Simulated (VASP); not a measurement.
# ClO (Pm-3m) in VASP: single point with PBEsol

Aim: the single point of ClO with PBEsol.

Everything below comes from runs of VASP 6.6.1. Logs are shortened: lines on timing, memory, paths and dates and some standing lists are left out, and cuts for length are marked.

## Step 1: The cell of the first run

The structure is cubic, space group Pm-3m (No. 221). The conventional cell has a = 3.185 Å, b = 3.185 Å, c = 3.185 Å, α = 90.00°, β = 90.00°, γ = 90.00°. Cl (site symmetry m-3m) has 8 O at 2.76 Å and 6 Cl at 3.19 Å within 3.6 Å. O (site symmetry m-3m) has 8 Cl at 2.76 Å and 6 O at 3.19 Å within 3.6 Å.

## Step 2: Single point, PBEsol, collinear spin, ferromagnetic start

Contents of INCAR:

```
PREC = Accurate
ENCUT = 600
EDIFF = 1E-6
ISMEAR = 0
SIGMA = 0.15
LREAL = False
LASPH = True
NELM = 200
ALGO = Normal
ISIF = 2
LWAVE = False
LCHARG = True
ISPIN = 2
MAGMOM = 1.11 2.08
LORBIT = 11
GGA = PS
LELF = True
LVHAR = True
NBANDS = 18
GGA_COMPAT = False
```

Contents of KPOINTS:

```
Automatic mesh
0
Gamma
  16 16 16
```

Contents of POSCAR:

```
ClO
1.0
    3.1852167900      0.0000000000      0.0000000000
    0.0000000000      3.1852167900      0.0000000000
    0.0000000000      0.0000000000      3.1852167900
Cl O
1 1
Direct
    0.0000000000      0.0000000000      0.0000000000
    0.5000000000      0.5000000000      0.5000000000
```

Potentials or basis: VASP PAW PBE potentials, release 64 (Cl, O).

Started as:

```sh
> cat potpaw_PBE.64/Cl/POTCAR potpaw_PBE.64/O/POTCAR > POTCAR
> mpirun -np 1 vasp_std > vasp.out
```

OUTCAR:

```text
PREC = Accurate
   ENCUT = 600
   EDIFF = 1E-6
   ISMEAR = 0
   LREAL = False
   LASPH = True
   NELM = 200
   ISIF = 2
   ISPIN = 2
   LORBIT = 11
   GGA = PS

 ion  position               nearest neighbor table
   1  0.000  0.000  0.000-
   2  0.500  0.500  0.500-

  LATTYP: Found a simple cubic cell.
 ALAT       =     3.1852167900

  Lattice vectors:

 A1 = (   3.1852167900,   0.0000000000,   0.0000000000)
 A2 = (   0.0000000000,   3.1852167900,   0.0000000000)
 A3 = (   0.0000000000,   0.0000000000,   3.1852167900)

Analysis of symmetry for initial positions (statically):
=====================================================================
 Subroutine PRICEL returns:
 Original cell was already a primitive cell.

 Routine SETGRP: Setting up the symmetry group for a
 simple cubic supercell.

 Subroutine GETGRP returns: Found 48 space group operations
 (whereof 48 operations were pure point group operations)
 out of a pool of 48 trial point group operations.

The static configuration has the point symmetry O_h .

Analysis of symmetry for dynamics (positions and initial velocities):
=====================================================================
 Subroutine PRICEL returns:
 Original cell was already a primitive cell.

 Routine SETGRP: Setting up the symmetry group for a
 simple cubic supercell.

 Subroutine GETGRP returns: Found 48 space group operations
 (whereof 48 operations were pure point group operations)
 out of a pool of 48 trial point group operations.

The dynamic configuration has the point symmetry O_h .

Analysis of structural, dynamic, and magnetic symmetry:
=====================================================================
 Subroutine PRICEL returns:
 Original cell was already a primitive cell.

 Routine SETGRP: Setting up the symmetry group for a
 simple cubic supercell.

 Subroutine GETGRP returns: Found 48 space group operations
 (whereof 48 operations were pure point group operations)
 out of a pool of 48 trial point group operations.

The overall configuration has the point symmetry O_h .

 Subroutine INISYM returns: Found 48 space group operations
 (whereof 48 operations are pure point group operations),
 and found     1 'primitive' translations

----------------------------------------------------------------------------------------

                                     Primitive cell

  volume of cell :      32.3160

  direct lattice vectors                    reciprocal lattice vectors
     3.185216790  0.000000000  0.000000000     0.313950373  0.000000000  0.000000000
     0.000000000  3.185216790  0.000000000     0.000000000  0.313950373  0.000000000
     0.000000000  0.000000000  3.185216790     0.000000000  0.000000000  0.313950373

  length of vectors
     3.185216790  3.185216790  3.185216790     0.313950373  0.313950373  0.313950373

  position of ions in fractional coordinates (direct lattice)
     0.000000000  0.000000000  0.000000000
     0.500000000  0.500000000  0.500000000

  ion indices of the primitive-cell ions
   primitive index   ion index
                 1           1
                 2           2

----------------------------------------------------------------------------------------

 KPOINTS: Automatic mesh

Automatic generation of k-mesh.
 Grid dimensions read from file:
 generate k-points for:   16   16   16

 Generating k-lattice:

  Cartesian coordinates                     Fractional coordinates (reciprocal lattice)
     0.019621898  0.000000000  0.000000000     0.062500000  0.000000000  0.000000000
     0.000000000  0.019621898  0.000000000     0.000000000  0.062500000  0.000000000
     0.000000000  0.000000000  0.019621898     0.000000000  0.000000000  0.062500000

  Length of vectors
     0.019621898  0.019621898  0.019621898

  Shift w.r.t. Gamma in fractional coordinates (k-lattice)
     0.000000000  0.000000000  0.000000000

 Subroutine IBZKPT returns following result:
 ===========================================

 Found    165 irreducible k-points:

 Following reciprocal coordinates:
            Coordinates               Weight
  0.000000  0.000000  0.000000      1.000000
  0.062500  0.000000  0.000000      6.000000
  0.125000  0.000000  0.000000      6.000000
  0.187500  0.000000  0.000000      6.000000
  0.250000  0.000000  0.000000      6.000000
  0.312500  0.000000  0.000000      6.000000
[... 16 lines left out ...]
  0.437500  0.125000  0.000000     24.000000
  0.500000  0.125000  0.000000     12.000000
 [... further k-points ...]
   k-points           NKPTS =    165   k-points in BZ     NKDIM =    165   number of bands    NBANDS=     18
   number of dos      NEDOS =    301   number of ions     NIONS =      2
   total plane-waves  NPLWV =  21952
   dimension x,y,z NGX =    28 NGY =   28 NGZ =   28
   dimension x,y,z NGXF=    56 NGYF=   56 NGZF=   56
   ions per type =               1   1
   NGX,Y,Z   is equivalent  to a cutoff of  14.61, 14.61, 14.61 a.u.
   NGXF,Y,Z  is equivalent  to a cutoff of  29.23, 29.23, 29.23 a.u.
 SYSTEM =  unknown system
   PREC   = accura    normal or accurate (medium, high low for compatibility)
   ISTART =      0    job   : 0-new  1-cont  2-samecut
   ICHARG =      2    charge: 1-file 2-atom 10-const
   ISPIN  =      2    spin polarized calculation?
   LNONCOLLINEAR =      F non collinear calculations
   LSORBIT =      F    spin-orbit coupling
   LASPH  =      T    aspherical Exc in radial PAW
   ENCUT  =  600.0 eV  44.10 Ry    6.64 a.u.   6.36  6.36  6.36*2*pi/ulx,y,z
   NELM   =    200;   NELMIN=  2; NELMDL= -5     # of ELM steps
   EDIFF  = 0.1E-05   stopping-criterion for ELM
   LREAL  =      F    real-space projection
[... 7 lines left out ...]
   TEBEG  =    0.0;   TEEND  =   0.0 temperature during run
   PSTRESS=    0.0 pullay stress
   NELECT =      13.0000    total number of electrons
   NUPDOWN=      -1.0000    fix difference up-down
   EMIN   =  10.00;   EMAX   =-10.00  energy-range for DOS
   EFERMI =   0.00;   METHOD = LEGACY
   ISMEAR =     0;   SIGMA  =   0.15  broadening in eV -4-tet -1-fermi 0-gaus
   EFERMI_NEDOS =   21; number of points for ismear=-14 and -15
   IALGO  =     38    algorithm
   IMIX   =      4    mixing-type and parameters
     AMIX     =   0.40;   BMIX     =  1.00
     AMIX_MAG =   1.60;   BMIX_MAG =  1.00
  volume/ion in A,a.u.               =      16.16       109.04
  Fermi-wavevector in a.u.,A,eV,Ry     =   1.208510  2.283753 19.871264  1.460497
  Thomas-Fermi vector in A             =   2.344116
   LORBIT       =     11    0 simple, 1 ext, 2 COOP (PROOUT), +10 PAW based schemes
   GGA     = PS    functional components
   LHFCALC =     F    Hartree Fock is set to
   AEXX    =    0.0000 exact exchange contribution
   IVDW    =     0    specifies the selected vdW correction
   LEPSILON=     F    determine dielectric tensor
   LRPA    =     F    only Hartree local field effects (RPA)
 spin polarized calculation
 Gauss-broadening in eV      SIGMA  =   0.15
  energy-cutoff  :      600.00
  volume of cell :       32.32
 maximum number of plane-waves:      1108
 NGX is ok and might be reduce to    28
   NGX = 13   NGY = 13   NGZ = 13

 number of electron      12.9999997 magnetization       2.9985596

 Free energy of the ion-electron system (eV)
  ---------------------------------------------------
  ext. energy  EPLUGINS =         0.00000000
  ---------------------------------------------------
  free energy    TOTEN  =        -4.05245365 eV

  energy without entropy =       -4.04116080  energy(sigma->0) =       -4.04680722

 E-fermi :   0.8972     XC(G=0):  -9.9975

 val. band max:        0.8876544583   @ k =   0.5000   0.3125   0.1250
 cond. band min:       0.9031045939   @ k =   0.3750   0.0625   0.0000
 fundamental gap:      0.0154501356
 Fermi energy:         0.8971912743

 spin component 1

 k-point     1 :       0.0000    0.0000    0.0000
  band No.  band energies     occupation
      1     -17.7247      1.00000
      2     -13.4010      1.00000
      3      -2.5977      1.00000
      4      -2.5977      1.00000
      5      -2.5977      1.00000
      6       0.7424      0.92783
[... 10 lines left out ...]
     17      24.6831      0.00000
     18      24.6831      0.00000

 k-point     2 :       0.0625    0.0000    0.0000
  band No.  band energies     occupation
      1     -17.7084      1.00000
      2     -13.4089      1.00000
      3      -2.6216      1.00000
      4      -2.5777      1.00000
      5      -2.5777      1.00000
      6       0.6233      0.99509
[... 10 lines left out ...]
     17      24.6991      0.00000
     18      24.7096      0.00000

 k-point     3 :       0.1250    0.0000    0.0000
  band No.  band energies     occupation
      1     -17.6615      1.00000
      2     -13.4325      1.00000
      3      -2.6841      1.00000
      4      -2.5191      1.00000
      5      -2.5191      1.00000
      6       0.2988      1.00000
[... 10 lines left out ...]
     17      24.6513      0.00000
     18      24.6513      0.00000

 k-point     4 :       0.1875    0.0000    0.0000
  band No.  band energies     occupation
      1     -17.5891      1.00000
      2     -13.4708      1.00000
      3      -2.7620      1.00000
      4      -2.4268      1.00000
      5      -2.4268      1.00000
      6      -0.1576      1.00000
[... 375 lines left out ...]
      4      -2.2899      1.00000
      5      -2.0244      1.00000
      6      -1.3570      1.00000
[... 10 lines left out ...]
     17      22.9298      0.00000
     18      25.0619      0.00000

 k-point    23 :       0.4375    0.1250    0.0000
  band No.  band energies     occupation
      1     -17.2367      1.00000
      2     -13.5979      1.00000
      3      -3.1052      1.00000
      4      -2.5586      1.00000
      5      -1.9449      1.00000
      6      -1.3438      1.00000
[... 10 lines left out ...]
     17      22.9969      0.00000
     18      25.0804      0.00000

 k-point    24 :       0.5000    0.1250    0.0000
  band No.  band energies     occupation
      1     -17.2177      1.00000
      2     -13.6073      1.00000
      3      -3.0156      1.00000
      4      -2.7207      1.00000
      5      -1.9155      1.00000
      6      -1.3252      1.00000
[... 10 lines left out ...]
     17      23.2465      0.00000
     18      25.0935      0.00000

 [... further k-points ...]

 spin component 2

 k-point     1 :       0.0000    0.0000    0.0000
  band No.  band energies     occupation
      1     -15.0848      1.00000
      2     -11.6409      1.00000
      3      -0.3297      1.00000
      4      -0.3297      1.00000
      5      -0.3297      1.00000
      6       2.9028      0.00000
[... 10 lines left out ...]
     17      25.6142      0.00000
     18      25.6142      0.00000

 k-point     2 :       0.0625    0.0000    0.0000
  band No.  band energies     occupation
      1     -15.0574      1.00000
      2     -11.6609      1.00000
      3      -0.3859      1.00000
      4      -0.3002      1.00000
      5      -0.3002      1.00000
      6       2.7901      0.00000
[... 10 lines left out ...]
     17      25.6055      0.00000
     18      25.6356      0.00000

 k-point     3 :       0.1250    0.0000    0.0000
  band No.  band energies     occupation
      1     -14.9765      1.00000
      2     -11.7211      1.00000
      3      -0.5369      1.00000
      4      -0.2124      1.00000
      5      -0.2124      1.00000
      6       2.4869      0.00000
[... 10 lines left out ...]
     17      25.4767      0.00000
     18      25.4767      0.00000

 k-point     4 :       0.1875    0.0000    0.0000
  band No.  band energies     occupation
      1     -14.8468      1.00000
      2     -11.8213      1.00000
      3      -0.7401      1.00000
      4      -0.0690      1.00000
      5      -0.0690      1.00000
      6       2.0693      0.00000
[... 375 lines left out ...]
      4      -0.0399      1.00000
      5       0.7198      0.95283
      6       1.0796      0.04276
[... 10 lines left out ...]
     17      23.7122      0.00000
     18      25.6951      0.00000

 k-point    23 :       0.4375    0.1250    0.0000
  band No.  band energies     occupation
      1     -14.0824      1.00000
      2     -12.3743      1.00000
      3      -1.5749      1.00000
      4      -0.2591      1.00000
      5       1.0075      0.14907
      6       1.3176      0.00004
[... 10 lines left out ...]
     17      23.9548      0.00000
     18      25.7169      0.00000

 k-point    24 :       0.5000    0.1250    0.0000
  band No.  band energies     occupation
      1     -14.0269      1.00000
      2     -12.4217      1.00000
      3      -1.5855      1.00000
      4      -0.3437      1.00000
      5       1.2979      0.00008
      6       1.3173      0.00004
[... 10 lines left out ...]
     17      24.2636      0.00000
     18      25.7328      0.00000

 [... further k-points ...]

------------------------ aborting loop because EDIFF is reached ----------------------------------------

  FORCE on cell =-STRESS in cart. coord.  units (eV):
  Direction    XX          YY          ZZ          XY          YZ          ZX
  --------------------------------------------------------------------------------------
  -------------------------------------------------------------------------------------
  Total       -0.5200525     -0.5200525     -0.5200525     -0.0000000     -0.0000000      0.0000000
  in kB      -25.7834366    -25.7834366    -25.7834366     -0.0000000     -0.0000000      0.0000000
  external PRESSURE =     -25.7834366 kB  Pullay stress =       0.0000000 kB

 VOLUME and BASIS-vectors are now :
 -----------------------------------------------------------------------------
  energy-cutoff  :      600.00
  volume of cell :       32.32
      direct lattice vectors                 reciprocal lattice vectors
     3.185216790  0.000000000  0.000000000     0.313950373  0.000000000  0.000000000
     0.000000000  3.185216790  0.000000000     0.000000000  0.313950373  0.000000000
     0.000000000  0.000000000  3.185216790     0.000000000  0.000000000  0.313950373

 POSITION                                       TOTAL-FORCE (eV/Angst)
 -----------------------------------------------------------------------------------
      0.00000      0.00000      0.00000         0.000000      0.000000      0.000000
      1.59261      1.59261      1.59261         0.000000      0.000000      0.000000
 -----------------------------------------------------------------------------------
    total drift:                                0.000000      0.000000      0.000000

  FREE ENERGIE OF THE ION-ELECTRON SYSTEM (eV)
  ---------------------------------------------------
  free  energy   TOTEN  =        -4.0524536492 eV

  energy  without entropy=       -4.0411607977  energy(sigma->0) =       -4.04680722

 total charge

# of ion       s       p       d       tot
------------------------------------------
    1        1.631   3.217   0.000   4.848
    2        1.628   2.917   0.000   4.545
--------------------------------------------------
tot          3.259   6.134   0.000   9.393

 magnetization (x)

# of ion       s       p       d       tot
------------------------------------------
    1        0.019   0.891   0.000   0.910
    2        0.017   1.582   0.000   1.599
--------------------------------------------------
tot          0.036   2.473   0.000   2.510
```

It took 2.5 min on 1 thread of Intel Xeon Platinum 8375C at 2.90GHz (Ice Lake), shared host; peak memory 0.28 GiB.

Results:

```
Free energy                                           : -4.0525 eV
Pressure                                              : -2.6 GPa
Band gap on the k mesh                                : zero (filled and empty bands overlap)
Net moment                                            : 3.00 μB per cell
Site moments                                          : Cl +0.91; O +1.60 μB
Valence electrons inside the program's atomic spheres : Cl 4.85; O 4.54
```

Caveat: the PAW data sets were made with another functional, which shifts forces and pressure a little.
